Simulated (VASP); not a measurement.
# BiB (F-43m) in VASP: settings compared, part 2 of 2

VASP 6.6.1.

### Step 4. Relaxation of cell and atoms, LDA

This run uses another cell than the first one, of 21.03 Å³/atom, 1.017 times its volume.

INCAR

```
SYSTEM = BiB
PREC = Accurate ; ENCUT = 600
EDIFF = 1E-7 ; ISMEAR = -1
SIGMA = 0.02 ; LREAL = .FALSE.
LASPH = .TRUE. ; NELM = 80
ALGO = Normal ; ISIF = 3
LWAVE = .FALSE. ; LCHARG = .FALSE.
GGA = CA ; IBRION = 2
NSW = 80 ; EDIFFG = -0.005
```

KPOINTS

```
regular mesh
0
G
  8 8 8
  0 0 0
```

POSCAR

```
BiB
1.0
    0.0000000000      2.7600269871      2.7600269871
    2.7600269871      0.0000000000      2.7600269871
    2.7600269871      2.7600269871      0.0000000000
B Bi
1 1
Direct
    0.0000000000      0.0000000000      0.0000000000
    0.2500000000      0.2500000000      0.2500000000
```

Potentials or basis: VASP PAW LDA potentials, release 64 (B, Bi_d).

The run is started by

```sh
cat potpaw_LDA.64/B/POTCAR potpaw_LDA.64/Bi_d/POTCAR > POTCAR
mpirun -np 1 vasp_std > vasp.out
```

OUTCAR:

```text
SYSTEM = BiB
   PREC = Accurate
   ENCUT = 600
   EDIFF = 1E-7
   ISMEAR = -1
   LREAL = .FALSE.
   LASPH = .TRUE.
   NELM = 80
   ISIF = 3
   GGA = CA
   IBRION = 2
   NSW = 80
   EDIFFG = -0.005

 ion  position               nearest neighbor table
   1  0.000  0.000  0.000-   2 2.39   2 2.39   2 2.39   2 2.39
   2  0.250  0.250  0.250-   1 2.39   1 2.39   1 2.39   1 2.39

  LATTYP: Found a face centered cubic cell.
 ALAT       =     5.5200539742

  Lattice vectors:

 A1 = (   0.0000000000,   2.7600269871,   2.7600269871)
 A2 = (   2.7600269871,   0.0000000000,   2.7600269871)
 A3 = (   2.7600269871,   2.7600269871,   0.0000000000)

Analysis of symmetry for initial positions (statically):
=====================================================================
 Subroutine PRICEL returns:
[... 265 lines left out ...]
      4     -15.5935      2.00000
      5     -15.5935      2.00000
      6      -6.9934      2.00000
      7       7.4846      2.00000
      8       7.4846      2.00000
      9       7.4846      2.00000
     10       8.1734      0.00000
     11      10.3076      0.00000
     12      10.3076      0.00000
     13      10.3076      0.00000
[... 354 lines left out ...]
  band No.  band energies     occupation
      1     -15.6871      2.00000
      2     -15.6609      2.00000
      3     -15.6322      2.00000
      4     -15.5916      2.00000
      5     -15.5749      2.00000
      6      -4.3855      2.00000
      7      -0.0877      2.00000
      8       3.3042      2.00000
      9       4.7809      2.00000
     10       9.8670      0.00000
     11      10.9696      0.00000
     12      12.8103      0.00000
     13      14.4886      0.00000

 [... further k-points ...]

------------------------ aborting loop because EDIFF is reached ----------------------------------------

  FORCE on cell =-STRESS in cart. coord.  units (eV):
  Direction    XX          YY          ZZ          XY          YZ          ZX
  --------------------------------------------------------------------------------------
  -------------------------------------------------------------------------------------
  Total        0.0000608      0.0000608      0.0000608      0.0000000      0.0000000      0.0000000
  in kB        0.0024575      0.0024575      0.0024575      0.0000000      0.0000000      0.0000000
  external PRESSURE =       0.0024575 kB  Pullay stress =       0.0000000 kB
[... 17 lines left out ...]
  FREE ENERGIE OF THE ION-ELECTRON SYSTEM (eV)
  ---------------------------------------------------
  free  energy   TOTEN  =       -10.4289558032 eV

  energy  without entropy=      -10.4289558003  energy(sigma->0) =      -10.42895580

 reached required accuracy - stopping structural energy minimisation
```

Wall time 27 s (1 thread of Intel Xeon Platinum 8488C (Sapphire Rapids), shared host); peak memory 0.17 GiB.

What came out:

```yaml
Free_energy: -10.4290 eV
Relaxed_volume: 19.82 Å³/atom
Relaxed_cell: a = 3.827 Å, b = 3.827 Å, c = 3.827 Å, α = 60.00°, β = 60.00°, γ = 60.00°
Space_group_after_relaxing_to_0.05_Å: F-43m (No. 216)
Energy_gained_by_relaxing: 18.0 meV/atom
Ionic_steps: 3
Pressure_after_relaxing: 0.0 GPa
Band_gap_on_the_k_mesh: 0.60 eV, indirect (least direct gap 0.69 eV)
```

The path:
| step | energy change (eV) | largest force (eV/Å) | pressure (GPa) | volume (Å³) |
| --- | --- | --- | --- | --- |
| 1 | 0.0000 | 0.0000 | -4.52 | 42.05 |
| 2 | -0.0272 | 0.0000 | 2.63 | 38.54 |
| 3 | -0.0359 | 0.0000 | 0.00 | 39.64 |

Final structure:
```xyz
2
Lattice="0.0000 2.7063 2.7063 2.7063 0.0000 2.7063 2.7063 2.7063 0.0000" Properties=species:S:1:pos:R:3 pbc="T T T"
B     0.0000    0.0000    0.0000
Bi    1.3531    1.3531    1.3531
```

Levels at points of the mesh, in eV from the valence-band top:
| k point | band 7 | band 8 | band 9 | band 10 | band 11 | band 12 |
| --- | --- | --- | --- | --- | --- | --- |
| (0.00, 0.00, 0.00) | 0.00 | 0.00 | 0.00 | 0.69 | 2.82 | 2.82 |
| (0.50, 0.00, 0.00) | -7.91 | -1.68 | -1.68 | 0.60 | 4.20 | 4.20 |
| (0.50, 0.50, 0.00) | -7.94 | -3.64 | -3.64 | 0.83 | 0.89 | 8.36 |

Caveat: spin-orbit coupling is left out, which moves the levels of the heavy elements. Expect the measured gap to be larger: semilocal functionals such as LDA lack the derivative discontinuity.

### Step 5. Relaxation of cell and atoms, r2SCAN

This run uses another cell than the first one, of 21.03 Å³/atom, 1.017 times its volume.

POSCAR is that of step 4.

INCAR.step1

```
  PREC = Accurate
  ENCUT = 600
  ISMEAR = -1
  SIGMA = 0.02
  LREAL = F
  LASPH = T
  NELM = 60
  GGA = PE
  ALGO = Normal
  EDIFF = 1E-4
  LWAVE = T
  LCHARG = F
```

INCAR.step2

```
  PREC = Accurate
  ENCUT = 600
  EDIFF = 1E-6
  ISMEAR = -1
  SIGMA = 0.02
  LREAL = F
  LASPH = T
  NELM = 60
  ALGO = Normal
  ISIF = 3
  LWAVE = F
  LCHARG = F
  METAGGA = R2SCAN
  LMIXTAU = T
  IBRION = 2
  NSW = 80
  EDIFFG = -0.005
  ISTART = 1
```

KPOINTS

```
Automatic mesh
0
Gamma
  8 8 8
```

Potentials or basis: VASP PAW PBE potentials, release 64 (B, Bi_d).

The run is started by

```sh
cat potpaw_PBE.64/B/POTCAR potpaw_PBE.64/Bi_d/POTCAR > POTCAR
cp INCAR.step1 INCAR
mpirun -np 1 vasp_std > vasp.out
cp INCAR.step2 INCAR
mpirun -np 1 vasp_std > vasp.out
```

OUTCAR:

```text
PREC = Accurate
   ENCUT = 600
   EDIFF = 1E-6
   ISMEAR = -1
   LREAL = F
   LASPH = T
   NELM = 60
   ISIF = 3
   METAGGA = R2SCAN
   IBRION = 2
   NSW = 80
   EDIFFG = -0.005
   ISTART = 1

 ion  position               nearest neighbor table
   1  0.000  0.000  0.000-   2 2.39   2 2.39   2 2.39   2 2.39
   2  0.250  0.250  0.250-   1 2.39   1 2.39   1 2.39   1 2.39

  LATTYP: Found a face centered cubic cell.
 ALAT       =     5.5200539742

  Lattice vectors:

 A1 = (   0.0000000000,   2.7600269871,   2.7600269871)
 A2 = (   2.7600269871,   0.0000000000,   2.7600269871)
 A3 = (   2.7600269871,   2.7600269871,   0.0000000000)

Analysis of symmetry for initial positions (statically):
=====================================================================
 Subroutine PRICEL returns:
 Original cell was already a primitive cell.

 Routine SETGRP: Setting up the symmetry group for a
 face centered cubic supercell.

 Subroutine GETGRP returns: Found 24 space group operations
 (whereof 24 operations were pure point group operations)
 out of a pool of 48 trial point group operations.

The static configuration has the point symmetry T_d .

Analysis of symmetry for dynamics (positions and initial velocities):
[... 169 lines left out ...]
  external PRESSURE =     -13.0657004 kB  Pullay stress =       0.0000000 kB
[... 59 lines left out ...]
--------------------------------------- Ionic step        3  -------------------------------------------

 number of electron      17.9999999 magnetization

 Free energy of the ion-electron system (eV)
  ---------------------------------------------------
  ext. energy  EPLUGINS =         0.00000000
  ---------------------------------------------------
  free energy    TOTEN  =       -64.30960806 eV

  energy without entropy =      -64.30960791  energy(sigma->0) =      -64.30960799

 E-fermi :   7.3056     XC(G=0): -10.7552

 val. band max:        7.0962688641   @ k =   0.0000   0.0000   0.0000
 cond. band min:       7.4931288910   @ k =   0.0000   0.0000   0.0000
 fundamental gap:      0.3968600269
 Fermi energy:         7.3056259867

 k-point     1 :       0.0000    0.0000    0.0000
  band No.  band energies     occupation
      1     -16.7758      2.00000
      2     -16.7758      2.00000
      3     -16.7758      2.00000
      4     -16.6737      2.00000
      5     -16.6737      2.00000
      6      -7.7362      2.00000
      7       7.0963      1.99994
      8       7.0963      1.99994
      9       7.0963      1.99994
     10       7.4931      0.00017
     11      10.0290      0.00000
     12      10.0290      0.00000
     13      10.0290      0.00000
[... 354 lines left out ...]
  band No.  band energies     occupation
      1     -16.7703      2.00000
      2     -16.7404      2.00000
      3     -16.7148      2.00000
      4     -16.6718      2.00000
      5     -16.6565      2.00000
      6      -5.0891      2.00000
      7      -0.8000      2.00000
      8       2.8647      2.00000
      9       4.3719      2.00000
     10       9.5808      0.00000
     11      10.9005      0.00000
     12      12.7269      0.00000
     13      14.4453      0.00000

 [... further k-points ...]
[... 5 lines left out ...]
  --------------------------------------------------------------------------------------
  -------------------------------------------------------------------------------------
  Total        0.0028798      0.0028798      0.0028798      0.0000000      0.0000000      0.0000000
  in kB        0.1115970      0.1115970      0.1115970      0.0000000      0.0000000      0.0000000
  external PRESSURE =       0.1115970 kB  Pullay stress =       0.0000000 kB
[... 17 lines left out ...]
  FREE ENERGIE OF THE ION-ELECTRON SYSTEM (eV)
  ---------------------------------------------------
  free  energy   TOTEN  =       -64.3096080598 eV

  energy  without entropy=      -64.3096079140  energy(sigma->0) =      -64.30960799

 reached required accuracy - stopping structural energy minimisation
```

OUTCAR.step1:

```text
PREC = Accurate
   ENCUT = 600
   ISMEAR = -1
   LREAL = F
   LASPH = T
   NELM = 60
[... 602 lines left out ...]
 -----------------------------------------------------------------------------------
      0.00000      0.00000      0.00000        -0.000000     -0.000000     -0.000000
      1.38001      1.38001      1.38001         0.000000      0.000000      0.000000
 -----------------------------------------------------------------------------------
    total drift:                                0.000000      0.000000      0.000000

  FREE ENERGIE OF THE ION-ELECTRON SYSTEM (eV)
  ---------------------------------------------------
  free  energy   TOTEN  =        -8.9930830598 eV

  energy  without entropy=       -8.9930560626  energy(sigma->0) =       -8.99306956
```

It took 1.9 min on 1 thread of Intel Xeon Platinum 8488C (Sapphire Rapids), shared host; peak memory 0.2 GiB.

Results:

```yaml
Free_energy: -64.3096 eV
Relaxed_volume: 20.67 Å³/atom
Relaxed_cell: a = 3.881 Å, b = 3.881 Å, c = 3.881 Å, α = 60.00°, β = 60.00°, γ = 60.00°
Space_group_after_relaxing_to_0.05_Å: F-43m (No. 216)
Energy_gained_by_relaxing: 1.5 meV/atom
Ionic_steps: 3
Pressure_after_relaxing: 0.0 GPa
Band_gap_on_the_k_mesh: 0.40 eV, direct
```

Step by step:
| step | energy change (eV) | largest force (eV/Å) | pressure (GPa) | volume (Å³) |
| --- | --- | --- | --- | --- |
| 1 | 0.0000 | 0.0000 | -1.31 | 42.05 |
| 2 | -0.0023 | 0.0000 | 0.67 | 41.02 |
| 3 | -0.0029 | 0.0000 | 0.01 | 41.34 |

Final structure:
```
B Bi
1.0
     0.00000    2.74449    2.74449
     2.74449    0.00000    2.74449
     2.74449    2.74449    0.00000
B Bi
1 1
Direct
  0.00000 0.00000 0.00000
  0.25000 0.25000 0.25000
```

Caveat: the PAW data sets were made with another functional, which shifts forces and pressure a little; spin-orbit coupling is left out, which moves the levels of the heavy elements. A k mesh can miss the band edges.

### Step 6. Single point, PBE

This run uses another cell than the first one, of 21.03 Å³/atom, 1.017 times its volume.

INCAR

```
PREC = Accurate
ENCUT = 520
EDIFF = 1E-6
ISMEAR = -1
SIGMA = 0.02
LREAL = F
LASPH = T
NELM = 100
ALGO = Normal
ISIF = 2
LWAVE = F
LCHARG = F
GGA = PE
NBANDS = 16
```

KPOINTS

```
regular mesh
0
Gamma
  8 8 8
```

POSCAR is that of step 5.

Potentials or basis: VASP PAW PBE potentials, release 64 (B, Bi_d).

The run is started by

```sh
cat potpaw_PBE.64/B/POTCAR potpaw_PBE.64/Bi_d/POTCAR > POTCAR
mpirun -np 1 vasp_std > vasp.out
```

It took 21 s on 1 thread of Intel Xeon Platinum 8488C (Sapphire Rapids), shared host; peak memory 0.17 GiB.

It converged, with:

```yaml
Free_energy: -8.9925 eV
Pressure: 0.0 GPa
Band_gap_on_the_k_mesh: 0.15 eV, direct
```

Levels at points of the mesh, in eV from the valence-band top:
| k point | band 7 | band 8 | band 9 | band 10 | band 11 | band 12 |
| --- | --- | --- | --- | --- | --- | --- |
| (0.00, 0.00, 0.00) | 0.00 | 0.00 | 0.00 | 0.15 | 2.79 | 2.79 |
| (0.50, 0.00, 0.00) | -7.59 | -1.57 | -1.57 | 0.35 | 4.14 | 4.14 |
| (0.50, 0.50, 0.00) | -7.74 | -3.39 | -3.39 | 0.89 | 0.98 | 8.30 |

Caveat: spin-orbit coupling is left out, which moves the levels of the heavy elements.

### Step 7. Overview

| task | level | potentials or basis | cell | cutoff (eV) | smearing | gap on the mesh (eV) | pressure (GPa) | relaxed volume (Å³/atom) |
| --- | --- | --- | --- | --- | --- | --- | --- | --- |
| single point | r2SCAN | VASP PAW PBE potentials, release 64 (B, Bi_d) | a = 3.882 Å, angles 60.0°, 2 atoms | 520 | gaussian 0.01 eV | 0.39 | -0.1 | - |
| relaxation of cell and atoms | PBEsol | VASP PAW PBE potentials, release 64 (B, Bi_d) | relaxed from a = 3.903 Å, angles 60.0°, 2 atoms | 600 | fermi-dirac 0.02 eV | 0.45 | 0.0 | 20.29 |
| relaxation of cell and atoms | LDA | VASP PAW LDA potentials, release 64 (B, Bi_d) | relaxed from a = 3.903 Å, angles 60.0°, 2 atoms | 600 | fermi-dirac 0.02 eV | 0.60 | 0.0 | 19.82 |
| relaxation of cell and atoms | r2SCAN | VASP PAW PBE potentials, release 64 (B, Bi_d) | relaxed from a = 3.903 Å, angles 60.0°, 2 atoms | 600 | fermi-dirac 0.02 eV | 0.40 | 0.0 | 20.67 |
| single point | PBE | VASP PAW PBE potentials, release 64 (B, Bi_d) | a = 3.903 Å, angles 60.0°, 2 atoms | 520 | fermi-dirac 0.02 eV | 0.15 | 0.0 | - |

Alike in all rows: no spin polarisation; k mesh 8 × 8 × 8.

Caveats: spin-orbit coupling is left out, which moves the levels of the heavy elements; the PAW data sets were made with another functional, which shifts forces and pressure a little (some runs).

Total energies depend on the potentials used, so only differences within one code and one set of settings carry meaning.
